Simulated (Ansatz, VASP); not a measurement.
# LaCd3Co2: VASP beside Ansatz

```xyz
6
Lattice="2.8264 4.8954 0.0000 -2.8264 4.8954 0.0000 0.0000 0.0000 4.2381" Properties=species:S:1:pos:R:3 pbc="T T T"
Co    0.0000    3.2636    0.0000
Co    0.0000    6.5273    0.0000
La    0.0000    0.0000    0.0000
Cd    0.0000    4.8954    2.1190
Cd    1.4132    2.4477    2.1190
Cd   -1.4132    2.4477    2.1190
```

Alike in both runs: functional r2SCAN; k mesh 4 × 4 × 4; no spin polarisation.

Ansatz relaxed the structure, and its values are those at the end. VASP's run is a single point on that final structure, the one shown.

|  | VASP | Ansatz |
| --- | --- | --- |
| version | VASP 6.6.1 | Ansatz 0.2.0 |
| potentials or method | VASP PAW PBE potentials, release 64 (Co, La, Cd), cutoff 520 eV | PAW plane waves |
| occupations | methfessel-paxton of order 1, width 0.005 eV | cold, width 0.005 eV |
| valence electrons in the cell | 65 | 105 |

|  | VASP | Ansatz | Ansatz less VASP |
| --- | --- | --- | --- |
| gap on the k mesh at the Fermi level (eV) | none | none | - |
| pressure (GPa) | 0.7 | 0.0 | -0.68 |

VASP's potentials were made for PBE, not for r2SCAN. A gap of «none» marks a metal or a gap that the smearing closes. VASP's potentials hold 65 valence electrons a cell and Ansatz's 105, so a difference there can come from the potentials and not from the codes. Ansatz's warnings: structure snapped to symmetry.

The k mesh is coarse, so the values compare programs but aren't converged. Spin-orbit coupling is off throughout.
